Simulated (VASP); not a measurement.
# Zr3Sb4 (P-43m) in VASP: notebook

Runs on Zr3Sb4. Level: PBE. Tasks: single point.

All numbers are computed with VASP 6.6.1; they aren't measurements. Logs are shortened: lines on timing, memory, paths and dates and some standing lists are left out, and cuts for length are marked.

## (1) The cell of the first run

It takes space group P-43m (No. 215, cubic). The conventional cell has a = 6.290 Å, b = 6.290 Å, c = 6.290 Å, α = 90.00°, β = 90.00°, γ = 90.00°. Zr (site symmetry -42m) has 4 Sb at 2.82 Å within 3.7 Å. Within 3.7 Å of Sb (site symmetry 3m) lie 3 Zr at 2.82 Å.

## (2) Single point, PBE

File INCAR:

```
  PREC = Accurate
  ENCUT = 520
  EDIFF = 1E-7
  ISMEAR = 0
  SIGMA = 0.1
  LREAL = False
  LASPH = True
  NELM = 60
  ALGO = Normal
  ISIF = 2
  LWAVE = False
  LCHARG = True
  GGA = PE
  LELF = True
  LVHAR = True
  NBANDS = 37
```

File KPOINTS:

```
regular mesh
0
Gamma
  2 2 2
```

File POSCAR:

```
Zr3Sb4
1.0
    6.2902099132      0.0000000000      0.0000000000
    0.0000000000      6.2902099132      0.0000000000
    0.0000000000      0.0000000000      6.2902099132
Zr Sb
3 4
Direct
    0.0000000000      0.0000000000      0.5000000000
    0.5000000000      0.0000000000      0.0000000000
    0.0000000000      0.5000000000      0.0000000000
    0.2744381441      0.7255618559      0.2744381441
    0.7255618559      0.2744381441      0.2744381441
    0.2744381441      0.2744381441      0.7255618559
    0.7255618559      0.7255618559      0.7255618559
```

Potentials or basis: VASP PAW PBE potentials, release 64 (Zr_sv, Sb).

The run is started by

```console
> cat potpaw_PBE.64/Zr_sv/POTCAR potpaw_PBE.64/Sb/POTCAR > POTCAR
> mpirun -np 1 vasp_std > vasp.out
```

OUTCAR:

```text
PREC = Accurate
   ENCUT = 520
   EDIFF = 1E-7
   ISMEAR = 0
   LREAL = False
   LASPH = True
   NELM = 60
   ISIF = 2
   GGA = PE

 ion  position               nearest neighbor table
   1  0.000  0.000  0.500-   4 2.82   5 2.82   6 2.82   7 2.82
   2  0.500  0.000  0.000-   4 2.82   5 2.82   6 2.82   7 2.82
   3  0.000  0.500  0.000-   4 2.82   5 2.82   6 2.82   7 2.82
   4  0.274  0.726  0.274-   1 2.82   2 2.82   3 2.82
   5  0.726  0.274  0.274-   1 2.82   2 2.82   3 2.82
   6  0.274  0.274  0.726-   1 2.82   2 2.82   3 2.82
   7  0.726  0.726  0.726-   1 2.82   2 2.82   3 2.82

  LATTYP: Found a simple cubic cell.
 ALAT       =     6.2902099132

  Lattice vectors:

 A1 = (   6.2902099132,   0.0000000000,   0.0000000000)
 A2 = (   0.0000000000,   6.2902099132,   0.0000000000)
 A3 = (   0.0000000000,   0.0000000000,   6.2902099132)

Analysis of symmetry for initial positions (statically):
=====================================================================
 Subroutine PRICEL returns:
 Original cell was already a primitive cell.

 Routine SETGRP: Setting up the symmetry group for a
 simple cubic supercell.

 Subroutine GETGRP returns: Found 24 space group operations
 (whereof 24 operations were pure point group operations)
 out of a pool of 48 trial point group operations.

The static configuration has the point symmetry T_d .

Analysis of symmetry for dynamics (positions and initial velocities):
=====================================================================
 Subroutine PRICEL returns:
 Original cell was already a primitive cell.

 Routine SETGRP: Setting up the symmetry group for a
 simple cubic supercell.

 Subroutine GETGRP returns: Found 24 space group operations
 (whereof 24 operations were pure point group operations)
 out of a pool of 48 trial point group operations.

The dynamic configuration has the point symmetry T_d .

 Subroutine INISYM returns: Found 24 space group operations
 (whereof 24 operations are pure point group operations),
 and found     1 'primitive' translations

----------------------------------------------------------------------------------------

                                     Primitive cell

  volume of cell :     248.8831

  direct lattice vectors                    reciprocal lattice vectors
     6.290209913  0.000000000  0.000000000     0.158977206  0.000000000  0.000000000
     0.000000000  6.290209913  0.000000000     0.000000000  0.158977206  0.000000000
     0.000000000  0.000000000  6.290209913     0.000000000  0.000000000  0.158977206

  length of vectors
     6.290209913  6.290209913  6.290209913     0.158977206  0.158977206  0.158977206

  position of ions in fractional coordinates (direct lattice)
     0.000000000  0.000000000  0.500000000
     0.500000000  0.000000000  0.000000000
     0.000000000  0.500000000  0.000000000
     0.274438144  0.725561856  0.274438144
     0.725561856  0.274438144  0.274438144
     0.274438144  0.274438144  0.725561856
     0.725561856  0.725561856  0.725561856

  ion indices of the primitive-cell ions
   primitive index   ion index
                 1           1
                 2           2
                 3           3
                 4           4
                 5           5
                 6           6
                 7           7

----------------------------------------------------------------------------------------

 KPOINTS: regular mesh

Automatic generation of k-mesh.
 Grid dimensions read from file:
 generate k-points for:    2    2    2

 Generating k-lattice:

  Cartesian coordinates                     Fractional coordinates (reciprocal lattice)
     0.079488603  0.000000000  0.000000000     0.500000000  0.000000000  0.000000000
     0.000000000  0.079488603  0.000000000     0.000000000  0.500000000  0.000000000
     0.000000000  0.000000000  0.079488603     0.000000000  0.000000000  0.500000000

  Length of vectors
     0.079488603  0.079488603  0.079488603

  Shift w.r.t. Gamma in fractional coordinates (k-lattice)
     0.000000000  0.000000000  0.000000000

 Subroutine IBZKPT returns following result:
 ===========================================

 Found      4 irreducible k-points:

 Following reciprocal coordinates:
            Coordinates               Weight
  0.000000  0.000000  0.000000      1.000000
  0.500000  0.000000  0.000000      3.000000
  0.500000  0.500000  0.000000      3.000000
  0.500000  0.500000  0.500000      1.000000
   k-points           NKPTS =      4   k-points in BZ     NKDIM =      4   number of bands    NBANDS=     37
   number of dos      NEDOS =    301   number of ions     NIONS =      7
   total plane-waves  NPLWV = 110592
   dimension x,y,z NGX =    48 NGY =   48 NGZ =   48
   dimension x,y,z NGXF=    96 NGYF=   96 NGZF=   96
   ions per type =               3   4
   NGX,Y,Z   is equivalent  to a cutoff of  12.69, 12.69, 12.69 a.u.
   NGXF,Y,Z  is equivalent  to a cutoff of  25.37, 25.37, 25.37 a.u.
 SYSTEM =  unknown system
   PREC   = accura    normal or accurate (medium, high low for compatibility)
   ISTART =      0    job   : 0-new  1-cont  2-samecut
   ICHARG =      2    charge: 1-file 2-atom 10-const
   ISPIN  =      1    spin polarized calculation?
   LNONCOLLINEAR =      F non collinear calculations
   LSORBIT =      F    spin-orbit coupling
   LASPH  =      T    aspherical Exc in radial PAW
   ENCUT  =  520.0 eV  38.22 Ry    6.18 a.u.  11.70 11.70 11.70*2*pi/ulx,y,z
   NELM   =     60;   NELMIN=  2; NELMDL= -5     # of ELM steps
   EDIFF  = 0.1E-06   stopping-criterion for ELM
   LREAL  =      F    real-space projection
   EDIFFG = 0.1E-05   stopping-criterion for IOM
   NSW    =      0    number of steps for IOM
   IBRION =     -1    ionic relax: 0-MD 1-quasi-New 2-CG
   NFREE  =      0    steps in history (QN), initial steepest desc. (CG)
   ISIF   =      2    stress and relaxation
   ISYM   =      2    0-nonsym 1-usesym 2-fastsym
   POTIM  = 0.5000    time-step for ionic-motion
   TEBEG  =    0.0;   TEEND  =   0.0 temperature during run
   PSTRESS=    0.0 pullay stress
   NELECT =      56.0000    total number of electrons
   NUPDOWN=      -1.0000    fix difference up-down
   EMIN   =  10.00;   EMAX   =-10.00  energy-range for DOS
   EFERMI =   0.00;   METHOD = LEGACY
   ISMEAR =     0;   SIGMA  =   0.10  broadening in eV -4-tet -1-fermi 0-gaus
   EFERMI_NEDOS =   21; number of points for ismear=-14 and -15
   IALGO  =     38    algorithm
   IMIX   =      4    mixing-type and parameters
     AMIX     =   0.40;   BMIX     =  1.00
     AMIX_MAG =   1.60;   BMIX_MAG =  1.00
  volume/ion in A,a.u.               =      35.55       239.94
  Fermi-wavevector in a.u.,A,eV,Ry     =   0.995724  1.881646 13.489721  0.991467
  Thomas-Fermi vector in A             =   2.127764
   LORBIT       =      0    0 simple, 1 ext, 2 COOP (PROOUT), +10 PAW based schemes
   GGA     = PE    functional components
   LHFCALC =     F    Hartree Fock is set to
   AEXX    =    0.0000 exact exchange contribution
   IVDW    =     0    specifies the selected vdW correction
   LEPSILON=     F    determine dielectric tensor
   LRPA    =     F    only Hartree local field effects (RPA)
 non-spin polarized calculation
 Gauss-broadening in eV      SIGMA  =   0.10
  energy-cutoff  :      520.00
  volume of cell :      248.88
 maximum number of plane-waves:      6776
 NGX is ok and might be reduce to    48
   NGX = 23   NGY = 23   NGZ = 23

 number of electron      55.9999997 magnetization

 Free energy of the ion-electron system (eV)
  ---------------------------------------------------
  ext. energy  EPLUGINS =         0.00000000
  ---------------------------------------------------
  free energy    TOTEN  =       -41.36620946 eV

  energy without entropy =      -41.36620946  energy(sigma->0) =      -41.36620946

 E-fermi :   4.5066     XC(G=0):  -8.7813

 val. band max:        4.0960333814   @ k =   0.5000   0.5000   0.0000
 cond. band min:       4.9089066649   @ k =   0.5000   0.0000   0.0000
 fundamental gap:      0.8128732834
 Fermi energy:         4.5066419507

 k-point     1 :       0.0000    0.0000    0.0000
  band No.  band energies     occupation
      1     -44.9201      2.00000
      2     -44.9178      2.00000
      3     -44.9178      2.00000
      4     -22.9649      2.00000
      5     -22.9649      2.00000
      6     -22.9649      2.00000
[... 29 lines left out ...]
     36       6.3996      0.00000
     37       6.4025      0.00000

 k-point     2 :       0.5000    0.0000    0.0000
  band No.  band energies     occupation
      1     -44.9193      2.00000
      2     -44.9186      2.00000
      3     -44.9178      2.00000
      4     -22.9634      2.00000
      5     -22.9634      2.00000
      6     -22.9614      2.00000
[... 29 lines left out ...]
     36       6.7930      0.00000
     37       6.9901      0.00000

 k-point     3 :       0.5000    0.5000    0.0000
  band No.  band energies     occupation
      1     -44.9186      2.00000
      2     -44.9186      2.00000
      3     -44.9186      2.00000
      4     -22.9710      2.00000
      5     -22.9616      2.00000
      6     -22.9616      2.00000
[... 29 lines left out ...]
     36       6.5053      0.00000
     37       6.5082      0.00000

 k-point     4 :       0.5000    0.5000    0.5000
  band No.  band energies     occupation
      1     -44.9186      2.00000
      2     -44.9186      2.00000
      3     -44.9186      2.00000
      4     -22.9706      2.00000
      5     -22.9706      2.00000
      6     -22.9706      2.00000
[... 29 lines left out ...]
     36       7.3383      0.00000
     37       7.3383      0.00000

------------------------ aborting loop because EDIFF is reached ----------------------------------------

  FORCE on cell =-STRESS in cart. coord.  units (eV):
  Direction    XX          YY          ZZ          XY          YZ          ZX
  --------------------------------------------------------------------------------------
  -------------------------------------------------------------------------------------
  Total       -0.0935546     -0.0935546     -0.0935546     -0.0000000     -0.0000000      0.0000000
  in kB       -0.6022551     -0.6022551     -0.6022551     -0.0000000     -0.0000000      0.0000000
  external PRESSURE =      -0.6022551 kB  Pullay stress =       0.0000000 kB

 VOLUME and BASIS-vectors are now :
 -----------------------------------------------------------------------------
  energy-cutoff  :      520.00
  volume of cell :      248.88
      direct lattice vectors                 reciprocal lattice vectors
     6.290209913  0.000000000  0.000000000     0.158977206  0.000000000  0.000000000
     0.000000000  6.290209913  0.000000000     0.000000000  0.158977206  0.000000000
     0.000000000  0.000000000  6.290209913     0.000000000  0.000000000  0.158977206

 POSITION                                       TOTAL-FORCE (eV/Angst)
 -----------------------------------------------------------------------------------
      0.00000      0.00000      3.14510        -0.000000      0.000000     -0.000000
      3.14510      0.00000      0.00000        -0.000000     -0.000000      0.000000
      0.00000      3.14510      0.00000        -0.000000     -0.000000      0.000000
      1.72627      4.56394      1.72627         0.008064     -0.008064      0.008064
      4.56394      1.72627      1.72627        -0.008064      0.008064      0.008064
      1.72627      1.72627      4.56394         0.008064      0.008064     -0.008064
      4.56394      4.56394      4.56394        -0.008064     -0.008064     -0.008064
 -----------------------------------------------------------------------------------
    total drift:                               -0.000000     -0.000000     -0.000000

  FREE ENERGIE OF THE ION-ELECTRON SYSTEM (eV)
  ---------------------------------------------------
  free  energy   TOTEN  =       -41.3662094625 eV

  energy  without entropy=      -41.3662094585  energy(sigma->0) =      -41.36620946
```

It took 31 s on 1 thread of Intel Xeon 6975P-C (Granite Rapids), shared host; peak memory 0.33 GiB.

What came out:

```yaml
Free_energy: -41.3662 eV
Pressure: -0.1 GPa
Largest_force: 0.014 eV/Å
Band_gap_on_the_k_mesh: 0.81 eV (least direct gap 0.88 eV)
```

Forces on the atoms (eV/Å):
```
Zr   0.000  0.000  0.000
Zr   0.000  0.000  0.000
Zr   0.000  0.000  0.000
Sb   0.008 -0.008  0.008
Sb  -0.008  0.008  0.008
Sb   0.008  0.008 -0.008
Sb  -0.008 -0.008 -0.008
```

Levels at points of the mesh, in eV from the valence-band top:
| k point | band 25 | band 26 | band 27 | band 28 | band 29 | band 30 | band 31 | band 32 |
| --- | --- | --- | --- | --- | --- | --- | --- | --- |
| (0.00, 0.00, 0.00) | -0.21 | -0.21 | -0.21 | -0.21 | 1.30 | 1.30 | 1.30 | 1.52 |
| (0.50, 0.00, 0.00) | -0.44 | -0.44 | -0.07 | -0.07 | 0.81 | 1.11 | 1.11 | 1.18 |
| (0.50, 0.50, 0.00) | -0.65 | -0.45 | 0.00 | 0.00 | 1.15 | 1.43 | 1.43 | 1.67 |
| (0.50, 0.50, 0.50) | -0.85 | -0.18 | -0.18 | -0.18 | 1.58 | 1.81 | 1.81 | 1.81 |

Caveat: the k points lie up to 0.50 Å⁻¹ apart; spin-orbit coupling is left out, which moves the levels of the heavy elements.

## (3) Single point, PBE

This run uses another cell than the first one, of 26.81 Å³/atom.

File INCAR:

```
PREC     = Accurate       # precision mode
ENCUT    = 520            # plane-wave cutoff, eV
EDIFF    = 1E-6           # SCF threshold, eV
ISMEAR   = 0              # smearing method
SIGMA    = 0.1            # smearing width, eV
LREAL    = False          # projectors in reciprocal space
LASPH    = True           # aspherical terms in the spheres
NELM     = 60             # most SCF steps
ALGO     = Normal         # electronic algorithm
ISIF     = 2              # what is computed and relaxed
LWAVE    = False          # write WAVECAR
LCHARG   = True           # write CHGCAR
GGA      = PE             # functional
LELF     = True           # ELF
LVHAR    = True         
NBANDS   = 37             # bands
```

File KPOINTS:

```
Automatic mesh
0
Gamma
  4 4 4
```

File POSCAR:

```
Zr3Sb4
1.0
    5.7251568700      0.0000000000      0.0000000000
    0.0000000000      5.7251568700      0.0000000000
    0.0000000000      0.0000000000      5.7251568700
Zr Sb
3 4
Direct
    0.0000000000      0.0000000000      0.5000000000
    0.5000000000      0.0000000000      0.0000000000
    0.0000000000      0.5000000000      0.0000000000
    0.2842946100      0.7157053900      0.2842946100
    0.7157053900      0.2842946100      0.2842946100
    0.2842946100      0.2842946100      0.7157053900
    0.7157053900      0.7157053900      0.7157053900
```

Potentials or basis: VASP PAW PBE potentials, release 64 (Zr_sv, Sb).

The run is started by

```console
> cat potpaw_PBE.64/Zr_sv/POTCAR potpaw_PBE.64/Sb/POTCAR > POTCAR
> mpirun -np 1 vasp_std > vasp.out
```

Run time: 50 s. Hardware: 1 thread of Intel Xeon 6975P-C (Granite Rapids), shared host; peak memory 0.33 GiB.

Results (log left out):

| Property | Result |
| --- | --- |
| Free energy | -38.5415 eV |
| Pressure | 20.9 GPa |
| Largest force | 2.021 eV/Å |
| Band gap on the k mesh | 0.30 eV (least direct gap 0.44 eV) |

Forces on the atoms (eV/Å):
```
Zr   0.000  0.000  0.000
Zr   0.000  0.000  0.000
Zr   0.000  0.000  0.000
Sb   1.167 -1.167  1.167
Sb  -1.167  1.167  1.167
Sb   1.167  1.167 -1.167
Sb  -1.167 -1.167 -1.167
```

Levels at points of the mesh, in eV from the valence-band top:
| k point | band 25 | band 26 | band 27 | band 28 | band 29 | band 30 | band 31 | band 32 |
| --- | --- | --- | --- | --- | --- | --- | --- | --- |
| (0.00, 0.00, 0.00) | -1.01 | 0.00 | 0.00 | 0.00 | 0.65 | 1.17 | 1.17 | 1.17 |
| (0.50, 0.00, 0.00) | -0.61 | -0.61 | -0.34 | -0.34 | 0.37 | 0.84 | 0.92 | 0.92 |
| (0.50, 0.50, 0.00) | -1.09 | -0.56 | -0.16 | -0.16 | 0.92 | 1.19 | 1.48 | 1.48 |
| (0.50, 0.50, 0.50) | -1.20 | -0.50 | -0.50 | -0.50 | 1.02 | 2.09 | 2.09 | 2.09 |

Caveat: the cell stands under pressure; semilocal functionals underestimate gaps, and a narrow one can read as zero; spin-orbit coupling is left out, which moves the levels of the heavy elements; forces of over 1 eV/Å act on the atoms, so gaps and moduli don't describe the material at rest. A k mesh can miss the band edges.

(Continued in part 2 of 2.)
